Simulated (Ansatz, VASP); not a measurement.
**PtSe2 in VASP and in Ansatz**

File INCAR:

```
PREC = Accurate
ENCUT = 520
EDIFF = 1E-6
ISMEAR = 0
SIGMA = 0.05
LREAL = False
LASPH = True
NELM = 80
ALGO = Normal
ISIF = 2
LWAVE = False
LCHARG = False
LDIPOL = True
IDIPOL = 3
DIPOL = 0.5 0.5 0.383
GGA = PE
IVDW = 12
NBANDS = 31
```

KPOINTS

```
Automatic mesh
0
Gamma
  9 9 1
```

POSCAR

```
PtSe2
1.0
    3.7069017468      0.0000000000      0.0000000000
   -1.8534508734      3.2102710821      0.0000000000
    0.0000000000      0.0000000000     22.7988449202
Se Pt
4 2
Direct
    0.6666666667      0.3333333333      0.1973784205
    0.3333333333      0.6666666667      0.3135870473
    0.3333333333      0.6666666667      0.4521905604
    0.6666666667      0.3333333333      0.5683991871
    0.0000000000      0.0000000000      0.2554827339
    1.0000000000      1.0000000000      0.5102948737
```

Input for Ansatz:

```yaml
crystal:
  lattice:
    - [3.7069017468, 0.0, 0.0]
    - [-1.8534508734, 3.2102710821, 0.0]
    - [0.0, 0.0, 22.7988449202]
  atoms:
    - { symbol: Se, position: [0.6666666667, 0.3333333333, 0.1973784205] }
    - { symbol: Pt, position: [0.0, 0.0, 0.2554827339] }
    - { symbol: Se, position: [0.3333333333, 0.6666666667, 0.3135870473] }
    - { symbol: Se, position: [0.3333333333, 0.6666666667, 0.4521905604] }
    - { symbol: Pt, position: [1.0, 1.0, 0.5102948737] }
    - { symbol: Se, position: [0.6666666667, 0.3333333333, 0.5683991871] }
basis:
  ecutwfc: 420
kpoints:
  mp_grid: { grid: [9, 9, 1] }
hamiltonian:
  xc: pbe
  dispersion: d3bj
scf:
  occupations: { method: gaussian, width: 0.05 }
output:
  forces: true
  eigenvalues: true
efield:
  axis: 3
  dipole_correction: true
  ramp_width: 0.04
```

Alike in both runs: task single point; functional PBE; dispersion D3(BJ); k mesh 9 × 9 × 1; occupations gaussian, width 0.05 eV; no spin polarisation.

|  | VASP | Ansatz |
| --- | --- | --- |
| version | VASP 6.6.1 | Ansatz 0.2.0 |
| potentials or method | VASP PAW PBE potentials, release 64 (Se, Pt), cutoff 520 eV | scalar-relativistic, plane waves, PAW |
| valence electrons in the cell | 44 | 100 |

```csv
,VASP,Ansatz,Ansatz less VASP
gap on the k mesh at the Fermi level (eV),0.47,0.48,+0.010
least direct gap on the mesh (eV),0.73,0.74,+0.010
rms of the force components (eV/Å),0.115,0.116,+0.0007
```

VASP's potentials hold 44 valence electrons a cell and Ansatz's 100, so a difference there can come from the potentials and not from the codes.

Spin-orbit coupling is off throughout.
